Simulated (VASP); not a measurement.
# Sb (Pm-3m) in VASP: further runs

The runs below take Sb through single point, with r2SCAN.

Program: VASP 6.6.1. These are calculated values, not measurements. Logs are shortened: lines on timing, memory, paths and dates and some standing lists are left out, and cuts for length are marked.

## Step 1: The cell of the first run

Symmetry: Pm-3m, No. 221, cubic system. The conventional cell has a = 2.891 Å, b = 2.891 Å, c = 2.891 Å, α = 90.00°, β = 90.00°, γ = 90.00°. Within 3.8 Å of Sb (site symmetry m-3m) lie 6 Sb at 2.89 Å.

## Step 2: Single point, r2SCAN

POSCAR

```
Sb
1.0
    2.8914764117      0.0000000000      0.0000000000
    0.0000000000      2.8914764117      0.0000000000
    0.0000000000      0.0000000000      2.8914764117
Sb
1
Direct
    0.0000000000      0.0000000000      0.0000000000
```

INCAR.step1

```
SYSTEM = Sb
ALGO = Normal
EDIFF = 1E-4
ENCUT = 520
GGA = PE
ISMEAR = 0
LASPH = .True.
LCHARG = .False.
LREAL = .False.
LWAVE = .True.
NBANDS = 8
NELM = 100
PREC = Accurate
SIGMA = 0.1
```

INCAR.step2

```
SYSTEM = Sb
ALGO = Normal
EDIFF = 1E-6
ENCUT = 520
ISIF = 2
ISMEAR = 0
ISTART = 1
LASPH = .True.
LCHARG = .False.
LMIXTAU = .True.
LREAL = .False.
LWAVE = .False.
METAGGA = R2SCAN
NBANDS = 8
NELM = 100
PREC = Accurate
SIGMA = 0.1
```

KPOINTS

```
k-points
0
Gamma
  7 7 7
  0 0 0
```

Potentials or basis: VASP PAW PBE potentials, release 64 (Sb).

The run is started by

```console
$ cat potpaw_PBE.64/Sb/POTCAR > POTCAR
$ cp INCAR.step1 INCAR
$ mpirun -np 1 vasp_std > vasp.out
$ cp INCAR.step2 INCAR
$ mpirun -np 1 vasp_std > vasp.out
```

OUTCAR:

```text
SYSTEM = Sb
   EDIFF = 1E-6
   ENCUT = 520
   ISIF = 2
   ISMEAR = 0
   ISTART = 1
   LASPH = .True.
   LREAL = .False.
   METAGGA = R2SCAN
   NELM = 100
   PREC = Accurate

 ion  position               nearest neighbor table
   1  0.000  0.000  0.000-

  LATTYP: Found a simple cubic cell.
 ALAT       =     2.8914764117

  Lattice vectors:

 A1 = (   2.8914764117,   0.0000000000,   0.0000000000)
 A2 = (   0.0000000000,   2.8914764117,   0.0000000000)
 A3 = (   0.0000000000,   0.0000000000,   2.8914764117)

Analysis of symmetry for initial positions (statically):
=====================================================================
 Subroutine PRICEL returns:
 Original cell was already a primitive cell.

 Routine SETGRP: Setting up the symmetry group for a
 simple cubic supercell.

 Subroutine GETGRP returns: Found 48 space group operations
 (whereof 48 operations were pure point group operations)
 out of a pool of 48 trial point group operations.

The static configuration has the point symmetry O_h .

Analysis of symmetry for dynamics (positions and initial velocities):
=====================================================================
 Subroutine PRICEL returns:
 Original cell was already a primitive cell.

 Routine SETGRP: Setting up the symmetry group for a
 simple cubic supercell.

 Subroutine GETGRP returns: Found 48 space group operations
 (whereof 48 operations were pure point group operations)
 out of a pool of 48 trial point group operations.

The dynamic configuration has the point symmetry O_h .

 Subroutine INISYM returns: Found 48 space group operations
 (whereof 48 operations are pure point group operations),
 and found     1 'primitive' translations

----------------------------------------------------------------------------------------

                                     Primitive cell

  volume of cell :      24.1746

  direct lattice vectors                    reciprocal lattice vectors
     2.891476412  0.000000000  0.000000000     0.345844080  0.000000000  0.000000000
     0.000000000  2.891476412  0.000000000     0.000000000  0.345844080  0.000000000
     0.000000000  0.000000000  2.891476412     0.000000000  0.000000000  0.345844080

  length of vectors
     2.891476412  2.891476412  2.891476412     0.345844080  0.345844080  0.345844080

  position of ions in fractional coordinates (direct lattice)
     0.000000000  0.000000000  0.000000000
[... 71 lines left out ...]
   EDIFF  = 0.1E-05   stopping-criterion for ELM
   LREAL  =      F    real-space projection
   EDIFFG = 0.1E-04   stopping-criterion for IOM
   NSW    =      0    number of steps for IOM
   IBRION =     -1    ionic relax: 0-MD 1-quasi-New 2-CG
   NFREE  =      0    steps in history (QN), initial steepest desc. (CG)
   ISIF   =      2    stress and relaxation
   ISYM   =      2    0-nonsym 1-usesym 2-fastsym
   POTIM  = 0.5000    time-step for ionic-motion
   TEBEG  =    0.0;   TEEND  =   0.0 temperature during run
   PSTRESS=    0.0 pullay stress
   NELECT =       5.0000    total number of electrons
   NUPDOWN=      -1.0000    fix difference up-down
   EMIN   =  10.00;   EMAX   =-10.00  energy-range for DOS
   EFERMI =   0.00;   METHOD = LEGACY
   ISMEAR =     0;   SIGMA  =   0.10  broadening in eV -4-tet -1-fermi 0-gaus
   EFERMI_NEDOS =   21; number of points for ismear=-14 and -15
   IALGO  =     38    algorithm
   IMIX   =      4    mixing-type and parameters
     AMIX     =   0.40;   BMIX     =  1.00
     AMIX_MAG =   1.60;   BMIX_MAG =  1.00
  volume/ion in A,a.u.               =      24.17       163.14
  Fermi-wavevector in a.u.,A,eV,Ry     =   0.968156  1.829549 12.753085  0.937325
  Thomas-Fermi vector in A             =   2.098101
   LORBIT       =      0    0 simple, 1 ext, 2 COOP (PROOUT), +10 PAW based schemes
   METAGGA = R2SCAN    functional components
   LHFCALC =     F    Hartree Fock is set to
   AEXX    =    0.0000 exact exchange contribution
   IVDW    =     0    specifies the selected vdW correction
   LEPSILON=     F    determine dielectric tensor
   LRPA    =     F    only Hartree local field effects (RPA)
 non-spin polarized calculation
 Gauss-broadening in eV      SIGMA  =   0.10
  energy-cutoff  :      520.00
  volume of cell :       24.17
 maximum number of plane-waves:       667
 NGX is ok and might be reduce to    24
   NGX = 11   NGY = 11   NGZ = 11

 number of electron       5.0000000 magnetization

 Free energy of the ion-electron system (eV)
  ---------------------------------------------------
  ext. energy  EPLUGINS =         0.00000000
  ---------------------------------------------------
  free energy    TOTEN  =       -25.39360439 eV

  energy without entropy =      -25.39023002  energy(sigma->0) =      -25.39191720

 E-fermi :   9.6942     XC(G=0): -11.0738

 val. band max:        9.4780680342   @ k =   0.4286   0.2857   0.1429
 cond. band min:       9.7368302115   @ k =   0.4286   0.2857   0.2857
 fundamental gap:      0.2587621773
 Fermi energy:         9.6942066812

 k-point     1 :       0.0000    0.0000    0.0000
  band No.  band energies     occupation
      1      -4.8460      2.00000
      2      14.0275      0.00000
      3      14.0275      0.00000
      4      14.0275      0.00000
      5      17.4949      0.00000
      6      17.4949      0.00000
      7      20.6365      0.00000
      8      29.6531      0.00000
[... 199 lines left out ...]
 k-point    20 :       0.4286    0.4286    0.4286
  band No.  band energies     occupation
      1       4.7597      2.00000
      2       7.8063      2.00000
      3       7.8063      2.00000
      4       9.4700      1.99848
      5      14.7782      0.00000
      6      15.3443      0.00000
      7      15.3443      0.00000
      8      18.7217      0.00000

------------------------ aborting loop because EDIFF is reached ----------------------------------------

  FORCE on cell =-STRESS in cart. coord.  units (eV):
  Direction    XX          YY          ZZ          XY          YZ          ZX
  --------------------------------------------------------------------------------------
  -------------------------------------------------------------------------------------
  Total        3.0847041      3.0847041      3.0847041     -0.0000000      0.0000000     -0.0000000
  in kB      204.4396544    204.4396544    204.4396544     -0.0000000      0.0000000     -0.0000000
  external PRESSURE =     204.4396544 kB  Pullay stress =       0.0000000 kB

 VOLUME and BASIS-vectors are now :
 -----------------------------------------------------------------------------
  energy-cutoff  :      520.00
  volume of cell :       24.17
      direct lattice vectors                 reciprocal lattice vectors
     2.891476412  0.000000000  0.000000000     0.345844080  0.000000000  0.000000000
     0.000000000  2.891476412  0.000000000     0.000000000  0.345844080  0.000000000
     0.000000000  0.000000000  2.891476412     0.000000000  0.000000000  0.345844080

 POSITION                                       TOTAL-FORCE (eV/Angst)
 -----------------------------------------------------------------------------------
      0.00000      0.00000      0.00000         0.000000      0.000000      0.000000
 -----------------------------------------------------------------------------------
    total drift:                               -0.000000      0.000000      0.000000

  FREE ENERGIE OF THE ION-ELECTRON SYSTEM (eV)
  ---------------------------------------------------
  free  energy   TOTEN  =       -25.3936043858 eV

  energy  without entropy=      -25.3902300152  energy(sigma->0) =      -25.39191720
```

OSZICAR.step1:

```text
N       E                     dE             d eps       ncg     rms          rms(c)
DAV:   1     0.567723387349E+01    0.56772E+01   -0.18295E+03   320   0.426E+02
DAV:   2    -0.372095876691E+01   -0.93982E+01   -0.91453E+01   472   0.550E+01
DAV:   3    -0.381391772870E+01   -0.92959E-01   -0.92959E-01   368   0.616E+00
DAV:   4    -0.381430749562E+01   -0.38977E-03   -0.38977E-03   512   0.487E-01
DAV:   5    -0.381430871697E+01   -0.12213E-05   -0.12208E-05   384   0.161E-02    0.284E+00
DAV:   6    -0.381108014407E+01    0.32286E-02   -0.15308E-03   392   0.242E-01    0.176E+00
DAV:   7    -0.381015077950E+01    0.92936E-03   -0.32786E-03   368   0.375E-01    0.462E-02
DAV:   8    -0.381015607128E+01   -0.52918E-05   -0.96005E-05   384   0.578E-02
   1 F= -.38101561E+01 E0= -.38085165E+01  d E =-.327924E-02
```

Run time: 12 s. Hardware: 1 thread of Intel Xeon Platinum 8259CL at 2.50GHz (Skylake/Cascade Lake), shared host; peak memory 0.14 GiB.

Results:

```yaml
Free_energy: -25.3936 eV
Pressure: 20.4 GPa
```

Levels at points of the mesh, in eV from the Fermi level:
| k point | band 1 | band 2 | band 3 | band 4 | band 5 | band 6 |
| --- | --- | --- | --- | --- | --- | --- |
| (0.00, 0.00, 0.00) | -14.54 | 4.33 | 4.33 | 4.33 | 7.80 | 7.80 |

Caveat: the PAW data sets were made with another functional, which shifts forces and pressure a little; spin-orbit coupling is left out, which moves the levels of the heavy elements.

## Step 3: Single point, r2SCAN

This run uses another cell than the first one, of 27.54 Å³/atom, 1.139 times its volume.

POSCAR

```
Sb
1.0
    3.0198302440      0.0000000000      0.0000000000
    0.0000000000      3.0198302440      0.0000000000
    0.0000000000      0.0000000000      3.0198302440
Sb
1
Direct
    0.0000000000      0.0000000000      0.0000000000
```

INCAR.step1

```
PREC = Accurate ; ENCUT = 520
ISMEAR = 0 ; SIGMA = 0.1
LREAL = F ; LASPH = T
NELM = 100 ; NBANDS = 8
GGA = PE ; ALGO = Normal
EDIFF = 1E-4 ; LWAVE = T
LCHARG = F
```

INCAR.step2

```
PREC = Accurate ; ENCUT = 520
EDIFF = 1E-7 ; ISMEAR = 0
SIGMA = 0.1 ; LREAL = F
LASPH = T ; NELM = 100
ALGO = Normal ; ISIF = 2
LWAVE = F ; LCHARG = T
METAGGA = R2SCAN ; LMIXTAU = T
LELF = T ; LVHAR = T
NBANDS = 8 ; ISTART = 1
```

KPOINTS

```
Automatic mesh
0
Gamma
  7 7 7
```

Potentials or basis: VASP PAW PBE potentials, release 64 (Sb).

The run is started by

```console
$ cat potpaw_PBE.64/Sb/POTCAR > POTCAR
$ cp INCAR.step1 INCAR
$ mpirun -np 1 vasp_std > vasp.out
$ cp INCAR.step2 INCAR
$ mpirun -np 1 vasp_std > vasp.out
```

It took 16 s on 1 thread of Intel Xeon Platinum 8259CL at 2.50GHz (Skylake/Cascade Lake), shared host; peak memory 0.13 GiB.

The run converged. Its results:

```yaml
Free_energy: -25.6439 eV
Pressure: 5.1 GPa
```

Levels at points of the mesh, in eV from the Fermi level:
```
           k point  band 1  band 2  band 3  band 4  band 5  band 6  band 7
(0.00, 0.00, 0.00)  -13.38    3.93    3.93    3.93    7.59    7.59    9.95
```

Caveat: the PAW data sets were made with another functional, which shifts forces and pressure a little; spin-orbit coupling is left out, which moves the levels of the heavy elements.

## Step 4: Single point, r2SCAN

This run uses another cell than the first one, of 26.15 Å³/atom, 1.082 times its volume.

POSCAR

```
Sb
1.0
    2.9682739909      0.0000000000      0.0000000000
    0.0000000000      2.9682739909      0.0000000000
    0.0000000000      0.0000000000      2.9682739909
Sb
1
Direct
    0.0000000000      0.0000000000      0.0000000000
```

INCAR.step1

```
ALGO = Normal ; EDIFF = 1E-4
ENCUT = 520 ; GGA = PE
ISMEAR = 0 ; LASPH = True
LCHARG = False ; LREAL = False
LWAVE = True ; NBANDS = 8
NELM = 100 ; PREC = Accurate
SIGMA = 0.1
```

INCAR.step2

```
ALGO = Normal ; EDIFF = 1E-7
ENCUT = 520 ; ISIF = 2
ISMEAR = 0 ; ISTART = 1
LASPH = True ; LCHARG = False
LMIXTAU = True ; LREAL = False
LWAVE = False ; METAGGA = R2SCAN
NBANDS = 8 ; NELM = 100
PREC = Accurate ; SIGMA = 0.1
```

KPOINTS

```
k-points
0
Gamma
  7 7 7
```

The run is started by

```console
$ cat potpaw_PBE.64/Sb/POTCAR > POTCAR
$ cp INCAR.step1 INCAR
$ mpirun -np 1 vasp_std > vasp.out
$ cp INCAR.step2 INCAR
$ mpirun -np 1 vasp_std > vasp.out
```

Wall time 14 s (1 thread of Intel Xeon Platinum 8259CL at 2.50GHz (Skylake/Cascade Lake), shared host); peak memory 0.14 GiB.

The run converged. Its results:

* Free energy: -25.5785 eV
* Pressure: 10.2 GPa

Levels at points of the mesh, in eV from the Fermi level:
| k point | band 1 | band 2 | band 3 | band 4 | band 5 |
| --- | --- | --- | --- | --- | --- |
| (0.00, 0.00, 0.00) | -13.82 | 4.09 | 4.09 | 4.09 | 7.67 |

Caveat: the PAW data sets were made with another functional, which shifts forces and pressure a little; spin-orbit coupling is left out, which moves the levels of the heavy elements.

## Step 5: Single point, r2SCAN

This run uses another cell than the first one, of 29.45 Å³/atom, 1.218 times its volume.

POSCAR

```
Sb
1.0
    3.0881860139      0.0000000000      0.0000000000
    0.0000000000      3.0881860139      0.0000000000
    0.0000000000      0.0000000000      3.0881860139
Sb
1
Direct
    0.0000000000      0.0000000000      0.0000000000
```

INCAR.step1

```
SYSTEM = Sb
PREC     = Accurate       ! precision mode
ENCUT    = 520            ! plane-wave cutoff, eV
ISMEAR   = 0              ! smearing method
SIGMA    = 0.1            ! smearing width, eV
LREAL    = .False.        ! projectors in reciprocal space
LASPH    = .True.         ! aspherical terms in the spheres
NELM     = 60             ! most SCF steps
NBANDS   = 8              ! bands
GGA      = PE             ! functional
ALGO     = Normal         ! electronic algorithm
EDIFF    = 1E-4           ! SCF threshold, eV
LWAVE    = .True.         ! write WAVECAR
LCHARG   = .False.        ! write CHGCAR
```

INCAR.step2

```
SYSTEM = Sb
PREC     = Accurate       ! precision mode
ENCUT    = 520            ! plane-wave cutoff, eV
EDIFF    = 1E-7           ! SCF threshold, eV
ISMEAR   = 0              ! smearing method
SIGMA    = 0.1            ! smearing width, eV
LREAL    = .False.        ! projectors in reciprocal space
LASPH    = .True.         ! aspherical terms in the spheres
NELM     = 60             ! most SCF steps
ALGO     = Normal         ! electronic algorithm
ISIF     = 2              ! what is computed and relaxed
LWAVE    = .False.        ! write WAVECAR
LCHARG   = .False.        ! write CHGCAR
METAGGA  = R2SCAN         ! meta-GGA
LMIXTAU  = .True.       
NBANDS   = 8              ! bands
ISTART   = 1
```

KPOINTS

```
regular mesh
0
Gamma
  7 7 7
  0 0 0
```

The run is started by

```console
$ cat potpaw_PBE.64/Sb/POTCAR > POTCAR
$ cp INCAR.step1 INCAR
$ mpirun -np 1 vasp_std > vasp.out
$ cp INCAR.step2 INCAR
$ mpirun -np 1 vasp_std > vasp.out
```

Wall time 15 s (1 thread of Intel Xeon Platinum 8259CL at 2.50GHz (Skylake/Cascade Lake), shared host); peak memory 0.14 GiB.

Results (log left out):

| Item | Value |
| --- | --- |
| Free energy | -25.6727 eV |
| Pressure | 0.0 GPa |

Levels at points of the mesh, in eV from the Fermi level:
```tsv
k point	band 1	band 2	band 3	band 4	band 5
(0.00, 0.00, 0.00)	-12.85	3.71	3.71	3.71	7.49
```

Caveat: the PAW data sets were made with another functional, which shifts forces and pressure a little; spin-orbit coupling is left out, which moves the levels of the heavy elements.

## Step 6: Overview

```tsv
cell	gap on the mesh (eV)	pressure (GPa)
a = 2.891 Å, 1 atom	none	20.4
a = 3.020 Å, 1 atom	none	5.1
a = 2.968 Å, 1 atom	none	10.2
a = 3.088 Å, 1 atom	none	0.0
```

Alike in all rows: task single point; level r2SCAN; potentials or basis VASP PAW PBE potentials, release 64 (Sb); no spin polarisation; k mesh 7 × 7 × 7; cutoff (eV) 520; smearing gaussian 0.1 eV.

Caveats: the PAW data sets were made with another functional, which shifts forces and pressure a little; spin-orbit coupling is left out, which moves the levels of the heavy elements.

Absolute energies hang on the potentials; compare differences alone.
